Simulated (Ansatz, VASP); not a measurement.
Two plane-wave programs on As

File INCAR:

```
ALGO = Normal ; EDIFF = 1E-7
EDIFFG = -0.05 ; ENCUT = 500
GGA = PE ; GGA_COMPAT = F
IBRION = 2 ; ISIF = 3
ISMEAR = -4 ; LASPH = T
LCHARG = F ; LREAL = F
LWAVE = F ; NELM = 120
NELMIN = 4 ; NSW = 30
PREC = Accurate ; SIGMA = 0.1
```

File KPOINTS:

```
k-points
0
Gamma
  3 3 3
```

File POSCAR:

```
As
1.0
    1.8797494575      1.0852738553      3.4857700000
   -1.8797494575      1.0852738553      3.4857700000
    0.0000000000     -2.1705477106      3.4857700000
As
2
Direct
    0.2275400000      0.2275400000      0.2275400000
    0.7724600000      0.7724600000      0.7724600000
```

Input for Ansatz:

```yaml
crystal:
  lattice:
    - [1.8797494575, 1.0852738553, 3.48577]
    - [-1.8797494575, 1.0852738553, 3.48577]
    - [0.0, -2.1705477106, 3.48577]
  atoms:
    - { symbol: As, position: [0.22754, 0.22754, 0.22754] }
    - { symbol: As, position: [0.77246, 0.77246, 0.77246] }
basis:
  ecutwfc: 420
kpoints:
  mp_grid: { grid: [3, 3, 3] }
hamiltonian:
  xc: pbe
scf:
  occupations: { method: tetrahedron_uncorrected }
  mixing: { preconditioner: kerker_dos }
  max_iter: 77
output:
  forces: true
  stress: true
  eigenvalues: true
relax:
  adjacent_minimum: "off"
  f_tol: 0.05
  max_steps: 10
  cell: {}
```

Alike in both runs: task relaxation of cell and atoms; functional PBE; k mesh 3 × 3 × 3; no spin polarisation.

|  | VASP | Ansatz |
| --- | --- | --- |
| version | VASP 6.6.1 | Ansatz 0.2.0 |
| potentials or method | VASP PAW PBE potentials, release 64 (As), cutoff 500 eV | scalar-relativistic, plane waves, PAW |
| occupations | tetrahedron | tetrahedron-uncorrected |
| valence electrons in the cell | 10 | 30 |

```csv
,VASP,Ansatz,Ansatz less VASP
"gap on the k mesh at the Fermi level, each at its own relaxed structure (eV)",1.60,1.61,+0.010
relaxed volume (Å³/atom),22.47,22.36,-0.110
relaxed cell length with the largest relative difference (Å),4.083,4.073,-0.0097
```

VASP's potentials hold 10 valence electrons a cell and Ansatz's 30, so a difference there can come from the potentials and not from the codes. Ansatz's warnings: band table not solved further, forces under tetrahedra.

The k mesh is coarse, so the values compare programs but aren't converged.
